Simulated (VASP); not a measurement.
Input of a VASP 6.6.1 run:

Contents of INCAR:

```
SYSTEM = MgH16Cl2O8
PREC = Accurate ; ENCUT = 520
EDIFF = 1E-6 ; ISMEAR = -1
SIGMA = 0.05 ; LREAL = .False.
LASPH = .True. ; NELM = 120
ALGO = Normal ; ISIF = 2
LWAVE = .False. ; LCHARG = .True.
GGA = PE ; IVDW = 12
LELF = .True. ; LVHAR = .True.
NBANDS = 59 ; NELECT = 73.0
GGA_COMPAT = .False.
```

File KPOINTS:

```
regular mesh
0
Gamma
  1 1 1
  0 0 0
```

The input POSCAR:

```
MgH16Cl2O8
1.0
    6.5655380000      0.0000000000      0.0000000000
    0.0000000000      6.5655380000      0.0000000000
    0.0000000000      0.0000000000      6.5655380000
O H Mg Cl
8 16 1 2
Direct
    0.7777275830      0.1355106010      0.6426739134
    0.0980574631      0.1863518268      0.3179480493
    0.8692509281      0.5921220774      0.9649475793
    0.0861010933     -0.0455408224      0.9142282019
    0.6803402859      0.7228044374      0.5934624093
    0.3896101127      0.4850630672      0.1128315760
    0.7760217061      0.4931964448      0.3023514600
    0.3648596657      0.8046560693      0.4185186347
    0.6487511001      0.2095944003      0.5902638900
    0.8951437034      0.1986128174      0.5688185797
    0.0778610984      0.0470486958      0.3570004469
    0.2327760497      0.2467733794      0.3787351471
    0.8385146807      0.4703498784      0.8890969788
    1.0063455577      0.6006210001      0.9931707044
    0.1217874301      0.0988494774      0.9089734916
    0.1916826923     -0.1172028857      0.9810163310
    0.5333759396      0.7025166864      0.6363834921
    0.7696398985      0.5927922434      0.4119388236
    0.4361866461      0.5520035068     -0.0137231709
    0.4397964036      0.3403681465      0.1101509122
    0.7465191733      0.5543795497      0.1714101723
    0.8019144813      0.3474962752      0.3039202576
    0.4132943865      0.9361152125      0.3592851035
    0.3090531195      0.7117010061      0.3185572911
    0.8136728475      0.8715660468      0.8402814819
    0.2715238264      0.3871274525      0.6887782844
    0.6095311610      0.0455865155      0.0837098194
```

Potentials or basis: VASP PAW PBE potentials, release 64 (O, H, Mg, Cl).

Run with:

```console
$ cat potpaw_PBE.64/O/POTCAR potpaw_PBE.64/H/POTCAR potpaw_PBE.64/Mg/POTCAR potpaw_PBE.64/Cl/POTCAR > POTCAR
$ mpirun -np 1 vasp_gam > vasp.out
```

**Question.** Predict the dispersion energy per atom.

**Answer.** -0.056 eV.

**Question.** What does it give for the largest force?

**Answer.** 3.964 eV/Å.

Forces in eV/Å, atoms in the order of the input:
```
O   -1.126  0.645 -0.584
O    1.199  2.613  0.233
O   -3.744  0.913 -0.878
O   -0.920  1.068 -0.541
O   -1.191 -0.105 -0.050
O   -0.623 -0.346 -0.268
O   -0.321 -0.600 -0.455
O    0.799  1.101  1.882
H    1.061 -0.882  0.791
H    0.002 -0.123  0.297
H    0.040 -1.983  0.623
H   -1.413 -0.832 -0.871
H    0.062 -1.172 -0.682
H    3.833 -0.434  0.913
H    0.305  0.591  0.126
H    1.676 -0.888  0.895
H    0.141 -0.093 -0.294
H    0.176  0.794  2.034
H    0.435  0.149 -0.096
H    0.003  0.334 -0.068
H   -0.013  0.419 -1.473
H    0.457 -0.561  0.196
H    0.077 -0.225 -0.060
H   -0.275 -1.162 -1.144
Mg  -0.176  0.196 -1.215
Cl  -0.181  0.186  0.271
Cl  -0.281  0.393  0.417
```

Caveat: the k points lie up to 0.96 Å⁻¹ apart, too coarse for converged energies and pressures of a metal; the cell carries a net charge on a neutralising background, which shifts energy and pressure; an odd number of electrons without spin polarisation forces a metal; a magnetic or distorted state may lie lower.
